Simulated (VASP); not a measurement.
A run of VASP 6.6.1 is set up as follows.

Contents of INCAR:

```
SYSTEM = ZrC
ALGO = Normal ; EDIFF = 1E-6
ENCUT = 600 ; GGA = PE
GGA_COMPAT = .False. ; ISIF = 2
ISMEAR = 0 ; LASPH = .True.
LCHARG = .True. ; LELF = .True.
LREAL = .False. ; LVHAR = .True.
LWAVE = .False. ; NBANDS = 15
NELM = 120 ; PREC = Accurate
SIGMA = 0.05
```

KPOINTS

```
k-points
0
Gamma
  8 8 8
  0 0 0
```

The input POSCAR:

```
ZrC
1.0
    0.0000000000      2.3580219528      2.3580219528
    2.3580219528      0.0000000000      2.3580219528
    2.3580219528      2.3580219528      0.0000000000
Zr C
1 1
Direct
    0.5000000000      0.5000000000      0.5000000000
    0.0000000000      0.0000000000      0.0000000000
```

Potentials or basis: VASP PAW PBE potentials, release 64 (Zr_sv, C).

The run is started by

```console
$ cat potpaw_PBE.64/Zr_sv/POTCAR potpaw_PBE.64/C/POTCAR > POTCAR
$ mpirun -np 1 vasp_std > vasp.out
```

Problem. Predict the band gap on the k mesh.

Solution. Zero (bands 8 and 9 overlap by 1.30 eV).

Problem. What does it give for the pressure?

Solution. -0.9 GPa.
